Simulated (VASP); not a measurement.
# GaAs (m.bgw) (F-43m) in VASP: single point with PBE

Aim: the single point of GaAs (m.bgw) with PBE.

Everything below comes from runs of VASP 6.6.1. Logs are shortened: lines on timing, memory, paths and dates and some standing lists are left out, and cuts for length are marked.

## (1) The cell of the first run

The structure is cubic, space group F-43m (No. 216). The conventional cell has a = 5.746 Å, b = 5.746 Å, c = 5.746 Å, α = 90.00°, β = 90.00°, γ = 90.00°. Ga (site symmetry -43m) has 4 As at 2.49 Å within 3.3 Å. As (site symmetry -43m) has 4 Ga at 2.49 Å within 3.3 Å.

## (2) Single point, PBE

The input, INCAR:

```
PREC = Accurate
ENCUT = 500
EDIFF = 1E-6
ISMEAR = 0
SIGMA = 0.01
LREAL = False
LASPH = True
NELM = 120
ALGO = Normal
ISIF = 2
LWAVE = False
LCHARG = False
GGA = PE
NBANDS = 16
GGA_COMPAT = False
```

The input, KPOINTS:

```
Automatic mesh
0
Gamma
  4 4 4
```

The input, POSCAR:

```
GaAs
1.0
    0.0000000000      2.8729561780      2.8729561780
    2.8729561780      0.0000000000      2.8729561780
    2.8729561780      2.8729561780      0.0000000000
Ga As
1 1
Direct
    0.0000000000      0.0000000000      0.0000000000
    0.2500000000      0.2500000000      0.2500000000
```

Potentials or basis: VASP PAW PBE potentials, release 64 (Ga_d, As).

The run is started by

```bash
> cat potpaw_PBE.64/Ga_d/POTCAR potpaw_PBE.64/As/POTCAR > POTCAR
> mpirun -np 1 vasp_std > vasp.out
```

OUTCAR:

```text
PREC = Accurate
   ENCUT = 500
   EDIFF = 1E-6
   ISMEAR = 0
   LREAL = False
   LASPH = True
   NELM = 120
   ISIF = 2
   GGA = PE

 ion  position               nearest neighbor table
   1  0.000  0.000  0.000-   2 2.49   2 2.49   2 2.49   2 2.49
   2  0.250  0.250  0.250-   1 2.49   1 2.49   1 2.49   1 2.49

  LATTYP: Found a face centered cubic cell.
 ALAT       =     5.7459123560

  Lattice vectors:

 A1 = (   0.0000000000,   2.8729561780,   2.8729561780)
 A2 = (   2.8729561780,   0.0000000000,   2.8729561780)
 A3 = (   2.8729561780,   2.8729561780,   0.0000000000)

Analysis of symmetry for initial positions (statically):
=====================================================================
 Subroutine PRICEL returns:
 Original cell was already a primitive cell.

 Routine SETGRP: Setting up the symmetry group for a
 face centered cubic supercell.

 Subroutine GETGRP returns: Found 24 space group operations
 (whereof 24 operations were pure point group operations)
 out of a pool of 48 trial point group operations.

The static configuration has the point symmetry T_d .

Analysis of symmetry for dynamics (positions and initial velocities):
=====================================================================
 Subroutine PRICEL returns:
 Original cell was already a primitive cell.

 Routine SETGRP: Setting up the symmetry group for a
 face centered cubic supercell.

 Subroutine GETGRP returns: Found 24 space group operations
 (whereof 24 operations were pure point group operations)
 out of a pool of 48 trial point group operations.

The dynamic configuration has the point symmetry T_d .

 Subroutine INISYM returns: Found 24 space group operations
 (whereof 24 operations are pure point group operations),
 and found     1 'primitive' translations

----------------------------------------------------------------------------------------

                                     Primitive cell

  volume of cell :      47.4261

  direct lattice vectors                    reciprocal lattice vectors
     0.000000000  2.872956178  2.872956178    -0.174036765  0.174036765  0.174036765
     2.872956178  0.000000000  2.872956178     0.174036765 -0.174036765  0.174036765
     2.872956178  2.872956178  0.000000000     0.174036765  0.174036765 -0.174036765

  length of vectors
     4.062973591  4.062973591  4.062973591     0.301440520  0.301440520  0.301440520
[... 62 lines left out ...]
   ENCUT  =  500.0 eV  36.75 Ry    6.06 a.u.   7.41  7.41  7.41*2*pi/ulx,y,z
   NELM   =    120;   NELMIN=  2; NELMDL= -5     # of ELM steps
   EDIFF  = 0.1E-05   stopping-criterion for ELM
   LREAL  =      F    real-space projection
   EDIFFG = 0.1E-04   stopping-criterion for IOM
   NSW    =      0    number of steps for IOM
   IBRION =     -1    ionic relax: 0-MD 1-quasi-New 2-CG
   NFREE  =      0    steps in history (QN), initial steepest desc. (CG)
   ISIF   =      2    stress and relaxation
   ISYM   =      2    0-nonsym 1-usesym 2-fastsym
   POTIM  = 0.5000    time-step for ionic-motion
   TEBEG  =    0.0;   TEEND  =   0.0 temperature during run
   PSTRESS=    0.0 pullay stress
   NELECT =      18.0000    total number of electrons
   NUPDOWN=      -1.0000    fix difference up-down
   EMIN   =  10.00;   EMAX   =-10.00  energy-range for DOS
   EFERMI =   0.00;   METHOD = LEGACY
   ISMEAR =     0;   SIGMA  =   0.01  broadening in eV -4-tet -1-fermi 0-gaus
   EFERMI_NEDOS =   21; number of points for ismear=-14 and -15
   IALGO  =     38    algorithm
   IMIX   =      4    mixing-type and parameters
     AMIX     =   0.40;   BMIX     =  1.00
     AMIX_MAG =   1.60;   BMIX_MAG =  1.00
  volume/ion in A,a.u.               =      23.71       160.02
  Fermi-wavevector in a.u.,A,eV,Ry     =   1.185296  2.239884 19.115173  1.404926
  Thomas-Fermi vector in A             =   2.321492
   LORBIT       =      0    0 simple, 1 ext, 2 COOP (PROOUT), +10 PAW based schemes
   GGA     = PE    functional components
   LHFCALC =     F    Hartree Fock is set to
   AEXX    =    0.0000 exact exchange contribution
   IVDW    =     0    specifies the selected vdW correction
   LEPSILON=     F    determine dielectric tensor
   LRPA    =     F    only Hartree local field effects (RPA)
 non-spin polarized calculation
 Gauss-broadening in eV      SIGMA  =   0.01
  energy-cutoff  :      500.00
  volume of cell :       47.43
 maximum number of plane-waves:      1243
 NGX is ok and might be reduce to    30
   NGX = 15   NGY = 15   NGZ = 15

 number of electron      17.9999987 magnetization

 Free energy of the ion-electron system (eV)
  ---------------------------------------------------
  ext. energy  EPLUGINS =         0.00000000
  ---------------------------------------------------
  free energy    TOTEN  =        -8.10046156 eV

  energy without entropy =       -8.10046156  energy(sigma->0) =       -8.10046156

 E-fermi :   3.5912     XC(G=0):  -9.3434

 val. band max:        3.5376186608   @ k =   0.0000   0.0000   0.0000
 cond. band min:       3.6847851725   @ k =   0.0000   0.0000   0.0000
 fundamental gap:      0.1471665117
 Fermi energy:         3.5911700195

 k-point     1 :       0.0000    0.0000    0.0000
  band No.  band energies     occupation
      1     -11.2503      2.00000
      2     -11.2503      2.00000
      3     -11.2503      2.00000
      4     -11.1837      2.00000
      5     -11.1837      2.00000
      6      -8.8522      2.00000
[... 129 lines left out ...]
      3     -11.2127      2.00000
      4     -11.1925      2.00000
      5     -11.1800      2.00000
      6      -6.4949      2.00000
[... 8 lines left out ...]
     15      15.3874      0.00000
     16      16.5292      0.00000

------------------------ aborting loop because EDIFF is reached ----------------------------------------

  FORCE on cell =-STRESS in cart. coord.  units (eV):
  Direction    XX          YY          ZZ          XY          YZ          ZX
  --------------------------------------------------------------------------------------
  -------------------------------------------------------------------------------------
  Total        0.0845224      0.0845224      0.0845224      0.0000000      0.0000000      0.0000000
  in kB        2.8553909      2.8553909      2.8553909      0.0000000      0.0000000      0.0000000
  external PRESSURE =       2.8553909 kB  Pullay stress =       0.0000000 kB

 VOLUME and BASIS-vectors are now :
 -----------------------------------------------------------------------------
  energy-cutoff  :      500.00
  volume of cell :       47.43
      direct lattice vectors                 reciprocal lattice vectors
     0.000000000  2.872956178  2.872956178    -0.174036765  0.174036765  0.174036765
     2.872956178  0.000000000  2.872956178     0.174036765 -0.174036765  0.174036765
     2.872956178  2.872956178  0.000000000     0.174036765  0.174036765 -0.174036765

 POSITION                                       TOTAL-FORCE (eV/Angst)
 -----------------------------------------------------------------------------------
      0.00000      0.00000      0.00000        -0.000000     -0.000000     -0.000000
      1.43648      1.43648      1.43648         0.000000      0.000000      0.000000
 -----------------------------------------------------------------------------------
    total drift:                                0.000000      0.000000      0.000000

  FREE ENERGIE OF THE ION-ELECTRON SYSTEM (eV)
  ---------------------------------------------------
  free  energy   TOTEN  =        -8.1004615577 eV

  energy  without entropy=       -8.1004615577  energy(sigma->0) =       -8.10046156
```

stdout:

```text
POSCAR found type information on POSCAR GaAs
 POSCAR found :  2 types and       2 ions
 scaLAPACK will be used
 LDA part: xc-table for (Slater+PW92), standard interpolation
 POSCAR, INCAR and KPOINTS ok, starting setup
 FFT: planning ... GRIDC
 FFT: planning ... GRID_SOFT
 FFT: planning ... GRID
 WAVECAR not read
 entering main loop
```

Wall time 8.9 s (1 thread of AMD EPYC 9R45 (Zen 5), shared host); peak memory 0.13 GiB.

Results:

| Property | Result |
| --- | --- |
| Free energy | -8.1005 eV |
| Pressure | 0.3 GPa |
| Band gap on the k mesh | 0.15 eV, direct |

Caveat: the k points lie up to 0.47 Å⁻¹ apart.
